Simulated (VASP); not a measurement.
Slab: WSe2, a slab with vacuum.

```
Se W
1.0
     3.28228    0.00000    0.00000
    -1.64114    2.84253    0.00000
     0.00000    0.00000   45.52608
Se W
4 2
Direct
  0.33333 0.66667 0.39265
  0.33333 0.66667 0.46666
  0.66667 0.33333 0.53334
  0.66667 0.33333 0.60735
  0.66667 0.33333 0.42966
  0.33333 0.66667 0.57034
```

Base run:

```yaml
Program: VASP 6.6.1
Functional: LDA
Potentials_or_basis: VASP PAW LDA potentials, release 64 (Se, W_sv)
Cutoff: 520 eV
k_mesh: 9 × 9 × 1
Occupations: gaussian, width 0.02 eV
Spin: no spin polarisation
```

Its results: band gap on the k mesh 1.32 eV, indirect (least direct gap 1.61 eV); largest force 0.492 eV/Å.

Task: The run is repeated on the same cell with these changes: functional from LDA to r2SCAN; potentials or basis from VASP PAW LDA potentials, release 64 (Se, W_sv) to VASP PAW PBE potentials, release 64 (Se, W_sv). What comes out?

Result: Band gap on the k mesh 1.51 eV, indirect (least direct gap 1.74 eV); largest force 0.321 eV/Å.

Caveats: spin-orbit coupling is left out, which moves the levels of the heavy elements; the PAW data sets were made with another functional, which shifts forces and pressure a little (some runs).

A k mesh can miss the band edges.
